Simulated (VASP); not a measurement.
**Sc: single point with PBEsol**

The system is Sc.

```
Sc
1.0
     2.96967    0.00000    0.00000
     0.00000    2.96967    0.00000
     0.00000    0.00000    2.96967
Sc
1
Direct
  0.00000 0.00000 0.00000
```

| Quantity | Value |
| --- | --- |
| Program | VASP 6.6.1 |
| Task | single point |
| Functional | PBEsol |
| Potentials or basis | VASP PAW PBE potentials, release 64 (Sc_sv) |
| Cutoff | 520 eV |
| k mesh | 6 × 6 × 6 |
| Occupations | gaussian, width 0.1 eV |
| Spin | no spin polarisation |

The pressure is -2.0 GPa.

Levels at points of the mesh, in eV from the Fermi level:
```csv
k point,band 4,band 5,band 6,band 7,band 8,band 9
"(0.00, 0.00, 0.00)",-27.94,-5.03,-0.51,-0.51,3.75,3.75
"(0.50, 0.00, 0.00)",-27.90,-1.71,-0.53,0.09,2.21,2.21
"(0.50, 0.50, 0.00)",-27.86,-1.72,0.19,2.56,2.56,3.59
"(0.50, 0.50, 0.50)",-28.32,-0.46,-0.46,-0.46,4.74,4.74
```

Wall time 2.5 s on 1 thread of Intel(R) Xeon(R) 6975P-C (Granite Rapids), on a shared host, peak memory 0.13 GiB.

Caveat: the PAW data sets were made with another functional, which shifts forces and pressure a little.
